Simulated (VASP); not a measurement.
# BaTiO3 (P4mm) in VASP: notebook

Runs on BaTiO3. Level: PBE. Tasks: single point, relaxation of shape and atoms at fixed volume.

Program: VASP 6.6.1. These are calculated values, not measurements. Logs are shortened: lines on timing, memory, paths and dates and some standing lists are left out, and cuts for length are marked.

## Step 1: The cell of the first run

The typed cell holds 5 atoms: a = 3.887 Å, b = 3.887 Å, c = 3.887 Å, α = 90.00°, β = 90.00°, γ = 90.00°.

## Step 2: Single point, PBE (volume scaled by 0.88, then relaxed in part)

File INCAR:

```
SYSTEM = BaTiO3
PREC = Accurate ; ENCUT = 520
EDIFF = 1E-6 ; ISMEAR = 0
SIGMA = 0.02 ; LREAL = .False.
LASPH = .True. ; NELM = 80
ALGO = Normal ; ISIF = 2
LWAVE = .False. ; LCHARG = .True.
GGA = PE ; LELF = .True.
LVHAR = .True. ; NBANDS = 28
```

File KPOINTS:

```
regular mesh
0
Gamma
  8 8 8
  0 0 0
```

File POSCAR:

```
BaTiO3
1.0
    3.8872136217      0.0000000000      0.0000000000
    0.0000000000      3.8872136217      0.0000000000
    0.0000000000      0.0000000000      3.8868439700
Ba Ti O
1 1 3
Direct
    0.0000000000      0.0000000000      0.0084701992
    0.5000000000      0.5000000000      0.5081408827
    0.5000000000      0.5000000000      0.0088020089
    0.5000000000      0.0000000000      0.5087934546
    0.0000000000      0.5000000000      0.5087934546
```

Potentials or basis: VASP PAW PBE potentials, release 64 (Ba_sv, Ti_sv, O).

Command:

```console
> cat potpaw_PBE.64/Ba_sv/POTCAR potpaw_PBE.64/Ti_sv/POTCAR potpaw_PBE.64/O/POTCAR > POTCAR
> mpirun -np 1 vasp_std > vasp.out
```

OUTCAR:

```text
SYSTEM = BaTiO3
   PREC = Accurate
   ENCUT = 520
   EDIFF = 1E-6
   ISMEAR = 0
   LREAL = .False.
   LASPH = .True.
   NELM = 80
   ISIF = 2
   GGA = PE

 ion  position               nearest neighbor table
   1  0.000  0.000  0.008-   4 2.75   5 2.75   5 2.75   4 2.75   3 2.75   3 2.75   3 2.75   3 2.75
                             4 2.75   5 2.75   5 2.75   4 2.75   2 3.37   2 3.37   2 3.37   2 3.37
   2  0.500  0.500  0.508-   3 1.94   4 1.94   5 1.94   4 1.94   5 1.94   3 1.95   1 3.37   1 3.37
                             1 3.37   1 3.37   1 3.37   1 3.37   1 3.37   1 3.37
   3  0.500  0.500  0.009-   2 1.94   2 1.95   1 2.75   1 2.75   1 2.75   1 2.75
   4  0.500  0.000  0.509-   2 1.94   2 1.94   1 2.75   1 2.75   1 2.75   1 2.75
   5  0.000  0.500  0.509-   2 1.94   2 1.94   1 2.75   1 2.75   1 2.75   1 2.75

  LATTYP: Found a simple tetragonal cell.
 ALAT       =     3.8872136217
 C/A-ratio  =     0.9999049057

  Lattice vectors:

 A1 = (   3.8872136217,   0.0000000000,   0.0000000000)
 A2 = (   0.0000000000,   3.8872136217,   0.0000000000)
 A3 = (   0.0000000000,   0.0000000000,   3.8868439700)

Analysis of symmetry for initial positions (statically):
=====================================================================
 Subroutine PRICEL returns:
 Original cell was already a primitive cell.

 Routine SETGRP: Setting up the symmetry group for a
 simple tetragonal supercell.

 Subroutine GETGRP returns: Found  8 space group operations
 (whereof  8 operations were pure point group operations)
 out of a pool of 16 trial point group operations.

The static configuration has the point symmetry C_4v.

Analysis of symmetry for dynamics (positions and initial velocities):
=====================================================================
 Subroutine PRICEL returns:
 Original cell was already a primitive cell.

 Routine SETGRP: Setting up the symmetry group for a
 simple tetragonal supercell.

 Subroutine GETGRP returns: Found  8 space group operations
 (whereof  8 operations were pure point group operations)
 out of a pool of 16 trial point group operations.

The dynamic configuration has the point symmetry C_4v.

 Subroutine INISYM returns: Found  8 space group operations
 (whereof  8 operations are pure point group operations),
 and found     1 'primitive' translations

----------------------------------------------------------------------------------------

                                     Primitive cell

  volume of cell :      58.7319

  direct lattice vectors                    reciprocal lattice vectors
     3.887213622  0.000000000  0.000000000     0.257253678  0.000000000  0.000000000
     0.000000000  3.887213622  0.000000000     0.000000000  0.257253678  0.000000000
     0.000000000  0.000000000  3.886843970     0.000000000  0.000000000  0.257278143

  length of vectors
     3.887213622  3.887213622  3.886843970     0.257253678  0.257253678  0.257278143

  position of ions in fractional coordinates (direct lattice)
     0.000000000  0.000000000  0.008470199
     0.500000000  0.500000000  0.508140883
     0.500000000  0.500000000  0.008802009
     0.500000000  0.000000000  0.508793455
     0.000000000  0.500000000  0.508793455

  ion indices of the primitive-cell ions
   primitive index   ion index
                 1           1
                 2           2
                 3           3
                 4           4
                 5           5

----------------------------------------------------------------------------------------

 KPOINTS: regular mesh

Automatic generation of k-mesh.
 Grid dimensions read from file:
 generate k-points for:    8    8    8

 Generating k-lattice:

  Cartesian coordinates                     Fractional coordinates (reciprocal lattice)
     0.032156710  0.000000000  0.000000000     0.125000000  0.000000000  0.000000000
     0.000000000  0.032156710  0.000000000     0.000000000  0.125000000  0.000000000
     0.000000000  0.000000000  0.032159768     0.000000000  0.000000000  0.125000000

  Length of vectors
     0.032156710  0.032156710  0.032159768

  Shift w.r.t. Gamma in fractional coordinates (k-lattice)
     0.000000000  0.000000000  0.000000000

 Subroutine IBZKPT returns following result:
 ===========================================

 Found     75 irreducible k-points:

 Following reciprocal coordinates:
            Coordinates               Weight
  0.000000  0.000000  0.000000      1.000000
  0.125000  0.000000  0.000000      4.000000
  0.250000  0.000000  0.000000      4.000000
  0.375000  0.000000  0.000000      4.000000
  0.500000  0.000000  0.000000      2.000000
  0.125000  0.125000  0.000000      4.000000
[... 16 lines left out ...]
  0.375000  0.125000  0.125000     16.000000
  0.500000  0.125000  0.125000      8.000000
 [... further k-points ...]
   k-points           NKPTS =     75   k-points in BZ     NKDIM =     75   number of bands    NBANDS=     28
   number of dos      NEDOS =    301   number of ions     NIONS =      5
   total plane-waves  NPLWV =  27000
   dimension x,y,z NGX =    30 NGY =   30 NGZ =   30
   dimension x,y,z NGXF=    60 NGYF=   60 NGZF=   60
   ions per type =               1   1   3
   NGX,Y,Z   is equivalent  to a cutoff of  12.83, 12.83, 12.83 a.u.
   NGXF,Y,Z  is equivalent  to a cutoff of  25.66, 25.66, 25.66 a.u.
 SYSTEM =  BaTiO3
   PREC   = accura    normal or accurate (medium, high low for compatibility)
   ISTART =      0    job   : 0-new  1-cont  2-samecut
   ICHARG =      2    charge: 1-file 2-atom 10-const
   ISPIN  =      1    spin polarized calculation?
   LNONCOLLINEAR =      F non collinear calculations
   LSORBIT =      F    spin-orbit coupling
   LASPH  =      T    aspherical Exc in radial PAW
   ENCUT  =  520.0 eV  38.22 Ry    6.18 a.u.   7.23  7.23  7.23*2*pi/ulx,y,z
   NELM   =     80;   NELMIN=  2; NELMDL= -5     # of ELM steps
   EDIFF  = 0.1E-05   stopping-criterion for ELM
   LREAL  =      F    real-space projection
   EDIFFG = 0.1E-04   stopping-criterion for IOM
   NSW    =      0    number of steps for IOM
   IBRION =     -1    ionic relax: 0-MD 1-quasi-New 2-CG
   NFREE  =      0    steps in history (QN), initial steepest desc. (CG)
   ISIF   =      2    stress and relaxation
   ISYM   =      2    0-nonsym 1-usesym 2-fastsym
   POTIM  = 0.5000    time-step for ionic-motion
   TEBEG  =    0.0;   TEEND  =   0.0 temperature during run
   PSTRESS=    0.0 pullay stress
   NELECT =      40.0000    total number of electrons
   NUPDOWN=      -1.0000    fix difference up-down
   EMIN   =  10.00;   EMAX   =-10.00  energy-range for DOS
   EFERMI =   0.00;   METHOD = LEGACY
   ISMEAR =     0;   SIGMA  =   0.02  broadening in eV -4-tet -1-fermi 0-gaus
   EFERMI_NEDOS =   21; number of points for ismear=-14 and -15
   IALGO  =     38    algorithm
   IMIX   =      4    mixing-type and parameters
     AMIX     =   0.40;   BMIX     =  1.00
     AMIX_MAG =   1.60;   BMIX_MAG =  1.00
  volume/ion in A,a.u.               =      11.75        79.27
  Fermi-wavevector in a.u.,A,eV,Ry     =   1.440357  2.721880 28.227037  2.074629
  Thomas-Fermi vector in A             =   2.559110
   LORBIT       =      0    0 simple, 1 ext, 2 COOP (PROOUT), +10 PAW based schemes
   GGA     = PE    functional components
   LHFCALC =     F    Hartree Fock is set to
   AEXX    =    0.0000 exact exchange contribution
   IVDW    =     0    specifies the selected vdW correction
   LEPSILON=     F    determine dielectric tensor
   LRPA    =     F    only Hartree local field effects (RPA)
 non-spin polarized calculation
 Gauss-broadening in eV      SIGMA  =   0.02
  energy-cutoff  :      520.00
  volume of cell :       58.73
 maximum number of plane-waves:      1600
 NGX is ok and might be reduce to    30
   NGX = 15   NGY = 15   NGZ = 15

 number of electron      40.0000011 magnetization

 Free energy of the ion-electron system (eV)
  ---------------------------------------------------
  ext. energy  EPLUGINS =         0.00000000
  ---------------------------------------------------
  free energy    TOTEN  =       -39.53366930 eV

  energy without entropy =      -39.53366930  energy(sigma->0) =      -39.53366930

 E-fermi :   4.7939     XC(G=0): -11.7298

 val. band max:        4.5401351670   @ k =   0.5000   0.5000   0.5000
 cond. band min:       6.4535842884   @ k =   0.0000   0.0000   0.0000
 fundamental gap:      1.9134491214
 Fermi energy:         4.7939390087

 k-point     1 :       0.0000    0.0000    0.0000
  band No.  band energies     occupation
      1     -51.7199      2.00000
      2     -27.9856      2.00000
      3     -27.9855      2.00000
      4     -27.9855      2.00000
      5     -20.1034      2.00000
      6     -12.5367      2.00000
[... 20 lines left out ...]
     27       9.6991      0.00000
     28      12.9475      0.00000

 k-point     2 :       0.1250    0.0000    0.0000
  band No.  band energies     occupation
      1     -51.7197      2.00000
      2     -27.9976      2.00000
      3     -27.9851      2.00000
      4     -27.9850      2.00000
      5     -20.0760      2.00000
      6     -12.5639      2.00000
[... 20 lines left out ...]
     27      10.0495      0.00000
     28      13.3397      0.00000

 k-point     3 :       0.2500    0.0000    0.0000
  band No.  band energies     occupation
      1     -51.7191      2.00000
      2     -28.0267      2.00000
      3     -27.9839      2.00000
      4     -27.9838      2.00000
      5     -20.0086      2.00000
      6     -12.7016      2.00000
[... 20 lines left out ...]
     27      10.9689      0.00000
     28      13.3406      0.00000

 k-point     4 :       0.3750    0.0000    0.0000
  band No.  band energies     occupation
      1     -51.7185      2.00000
      2     -28.0554      2.00000
      3     -27.9828      2.00000
      4     -27.9827      2.00000
      5     -19.9389      2.00000
      6     -12.8833      2.00000
[... 578 lines left out ...]
     27      11.4837      0.00000
     28      13.5023      0.00000

 k-point    23 :       0.3750    0.1250    0.1250
  band No.  band energies     occupation
      1     -51.7180      2.00000
      2     -28.0538      2.00000
      3     -27.9942      2.00000
      4     -27.9937      2.00000
      5     -19.9036      2.00000
      6     -12.7235      2.00000
[... 20 lines left out ...]
     27      12.5235      0.00000
     28      13.6934      0.00000

 k-point    24 :       0.5000    0.1250    0.1250
  band No.  band energies     occupation
      1     -51.7177      2.00000
      2     -28.0655      2.00000
      3     -27.9937      2.00000
      4     -27.9933      2.00000
      5     -19.8774      2.00000
      6     -12.7842      2.00000
[... 20 lines left out ...]
     27      12.9620      0.00000
     28      13.8459      0.00000

 [... further k-points ...]
[... 5 lines left out ...]
  --------------------------------------------------------------------------------------
  -------------------------------------------------------------------------------------
  Total        8.4295973      8.4295973      8.4423276      0.0000000      0.0000000      0.0000000
  in kB      229.9553341    229.9553341    230.3026111      0.0000000      0.0000000      0.0000000
  external PRESSURE =     230.0710931 kB  Pullay stress =       0.0000000 kB

 VOLUME and BASIS-vectors are now :
 -----------------------------------------------------------------------------
  energy-cutoff  :      520.00
  volume of cell :       58.73
      direct lattice vectors                 reciprocal lattice vectors
     3.887213622  0.000000000  0.000000000     0.257253678  0.000000000  0.000000000
     0.000000000  3.887213622  0.000000000     0.000000000  0.257253678  0.000000000
     0.000000000  0.000000000  3.886843970     0.000000000  0.000000000  0.257278143

 POSITION                                       TOTAL-FORCE (eV/Angst)
 -----------------------------------------------------------------------------------
      0.00000      0.00000      0.03292        -0.000000     -0.000000      0.001085
      1.94361      1.94361      1.97506        -0.000000      0.000000      0.003532
      1.94361      1.94361      0.03421        -0.000000      0.000000     -0.001673
      1.94361      0.00000      1.97760        -0.000000     -0.000000     -0.001472
      0.00000      1.94361      1.97760         0.000000     -0.000000     -0.001472
 -----------------------------------------------------------------------------------
    total drift:                                0.000000      0.000000      0.000027

  FREE ENERGIE OF THE ION-ELECTRON SYSTEM (eV)
  ---------------------------------------------------
  free  energy   TOTEN  =       -39.5336692973 eV

  energy  without entropy=      -39.5336692973  energy(sigma->0) =      -39.53366930
```

Run time: 92 s. Hardware: 1 thread of Intel Xeon 6975P-C (Granite Rapids), shared host; peak memory 0.25 GiB.

Results:

```yaml
Free_energy: -39.5337 eV
Pressure: 23.0 GPa
Largest_force: 0.004 eV/Å
Band_gap_on_the_k_mesh: 1.91 eV, indirect (least direct gap 1.96 eV)
```

Forces in eV/Å, atoms in the order of the input:
```
Ba   0.000  0.000  0.001
Ti   0.000  0.000  0.004
O    0.000  0.000 -0.002
O    0.000  0.000 -0.001
O    0.000  0.000 -0.001
```

Levels at points of the mesh, in eV from the valence-band top:
| k point | band 18 | band 19 | band 20 | band 21 | band 22 | band 23 |
| --- | --- | --- | --- | --- | --- | --- |
| (0.00, 0.00, 0.00) | -0.05 | -0.05 | -0.05 | 1.91 | 1.91 | 1.91 |
| (0.50, 0.00, 0.00) | -1.93 | -0.70 | -0.70 | 2.12 | 3.94 | 3.94 |
| (0.50, 0.50, 0.00) | -0.80 | -0.80 | -0.10 | 3.95 | 3.95 | 4.40 |
| (0.00, 0.00, 0.50) | -1.93 | -0.70 | -0.70 | 2.12 | 3.94 | 3.94 |
| (0.50, 0.00, 0.50) | -0.80 | -0.80 | -0.10 | 3.95 | 3.96 | 4.40 |
| (0.50, 0.50, 0.50) | 0.00 | 0.00 | 0.00 | 4.73 | 4.73 | 4.73 |

Caveat: spin-orbit coupling is left out, which moves the levels of the heavy elements. A k mesh can miss the band edges.

## Step 3: Single point, PBE (volume scaled by 0.91, then relaxed in part)

File INCAR:

```
PREC = Accurate
ENCUT = 520
EDIFF = 1E-6
ISMEAR = 0
SIGMA = 0.02
LREAL = F
LASPH = T
NELM = 60
ALGO = Normal
ISIF = 2
LWAVE = F
LCHARG = T
GGA = PE
LELF = T
LVHAR = T
NBANDS = 28
```

File KPOINTS:

```
Automatic mesh
0
Gamma
  8 8 8
```

File POSCAR:

```
BaTiO3
1.0
    3.9261550255      0.0000000000      0.0000000000
    0.0000000000      3.9261550255      0.0000000000
    0.0000000000      0.0000000000      3.9400139125
Ba Ti O
1 1 3
Direct
    0.0000000000      0.0000000000      0.0052371840
    0.5000000000      0.5000000000      0.4974651560
    0.5000000000      0.5000000000      0.0150703185
    0.5000000000      0.0000000000      0.5126136707
    0.0000000000      0.5000000000      0.5126136707
```

Potentials or basis: VASP PAW PBE potentials, release 64 (Ba_sv, Ti_sv, O).

Command:

```console
> cat potpaw_PBE.64/Ba_sv/POTCAR potpaw_PBE.64/Ti_sv/POTCAR potpaw_PBE.64/O/POTCAR > POTCAR
> mpirun -np 1 vasp_std > vasp.out
```

Wall time 89 s (1 thread of Intel Xeon 6975P-C (Granite Rapids), shared host); peak memory 0.26 GiB.

Results (log left out):

| Item | Value |
| --- | --- |
| Free energy | -39.7704 eV |
| Pressure | 15.2 GPa |
| Largest force | 0.022 eV/Å |
| Band gap on the k mesh | 1.86 eV, indirect (least direct gap 2.02 eV) |

Forces on the atoms (eV/Å):
```
Ba   0.000  0.000  0.015
Ti   0.000  0.000  0.021
O    0.000  0.000 -0.022
O    0.000  0.000 -0.007
O    0.000  0.000 -0.007
```

Levels at points of the mesh, in eV from the valence-band top:
```tsv
k point	band 18	band 19	band 20	band 21	band 22	band 23
(0.00, 0.00, 0.00)	-0.16	-0.16	-0.16	1.86	1.94	1.94
(0.50, 0.00, 0.00)	-1.85	-0.80	-0.76	2.12	3.77	3.78
(0.50, 0.50, 0.00)	-0.87	-0.87	-0.10	3.80	3.80	4.22
(0.00, 0.00, 0.50)	-1.93	-0.71	-0.71	2.04	3.78	3.78
(0.50, 0.00, 0.50)	-0.86	-0.85	-0.14	3.79	3.79	4.21
(0.50, 0.50, 0.50)	-0.04	-0.04	0.00	4.50	4.50	4.51
```

Caveat: spin-orbit coupling is left out, which moves the levels of the heavy elements. A k mesh can miss the band edges.

## Step 4: Single point, PBE (volume scaled by 0.94, then relaxed in part)

File INCAR:

```
PREC = Accurate
ENCUT = 520
EDIFF = 1E-6
ISMEAR = 0
SIGMA = 0.02
LREAL = F
LASPH = T
NELM = 80
ALGO = Normal
ISIF = 2
LWAVE = F
LCHARG = F
GGA = PE
NBANDS = 28
```

KPOINTS is that of step 3.

File POSCAR:

```
BaTiO3
1.0
    3.9540392802      0.0000000000      0.0000000000
    0.0000000000      3.9540392802      0.0000000000
    0.0000000000      0.0000000000      4.0127041918
Ba Ti O
1 1 3
Direct
    0.0000000000      0.0000000000      0.0008432566
    0.5000000000      0.5000000000      0.4868592192
    0.5000000000      0.5000000000      0.0234865342
    0.5000000000      0.0000000000      0.5159054950
    0.0000000000      0.5000000000      0.5159054950
```

Command:

```console
> cat potpaw_PBE.64/Ba_sv/POTCAR potpaw_PBE.64/Ti_sv/POTCAR potpaw_PBE.64/O/POTCAR > POTCAR
> mpirun -np 1 vasp_std > vasp.out
```

Wall time 1.8 min (1 thread of Intel Xeon 6975P-C (Granite Rapids), shared host); peak memory 0.26 GiB.

Results (log left out):

```
Free energy            : -39.9207 eV
Pressure               : 9.3 GPa
Largest force          : 0.045 eV/Å
Band gap on the k mesh : 1.83 eV, indirect (least direct gap 2.16 eV)
```

Forces on the atoms (eV/Å):
```
Ba   0.000  0.000  0.027
Ti   0.000  0.000  0.044
O    0.000  0.000 -0.045
O    0.000  0.000 -0.013
O    0.000  0.000 -0.013
```

Levels at points of the mesh, in eV from the valence-band top:
| k point | band 16 | band 17 | band 18 | band 19 | band 20 | band 21 | band 22 | band 23 | band 24 | band 25 |
| --- | --- | --- | --- | --- | --- | --- | --- | --- | --- | --- |
| (0.00, 0.00, 0.00) | -1.35 | -1.22 | -0.38 | -0.33 | -0.33 | 1.83 | 2.11 | 2.11 | 4.18 | 4.26 |
| (0.50, 0.00, 0.00) | -2.03 | -1.92 | -1.76 | -1.06 | -0.92 | 2.25 | 3.63 | 3.68 | 4.22 | 6.09 |
| (0.50, 0.50, 0.00) | -2.89 | -1.80 | -0.98 | -0.98 | -0.09 | 3.70 | 3.70 | 4.09 | 4.81 | 7.88 |
| (0.00, 0.00, 0.50) | -2.02 | -1.99 | -1.99 | -0.72 | -0.72 | 1.99 | 3.64 | 3.64 | 4.18 | 6.23 |
| (0.50, 0.00, 0.50) | -2.79 | -1.74 | -0.95 | -0.92 | -0.24 | 3.66 | 3.66 | 4.03 | 5.05 | 7.82 |
| (0.50, 0.50, 0.50) | -2.46 | -2.46 | -0.15 | -0.15 | 0.00 | 4.30 | 4.30 | 4.34 | 6.60 | 6.76 |

Caveat: spin-orbit coupling is left out, which moves the levels of the heavy elements. A k mesh can miss the band edges.

(Part 1 of 2 ends here.)
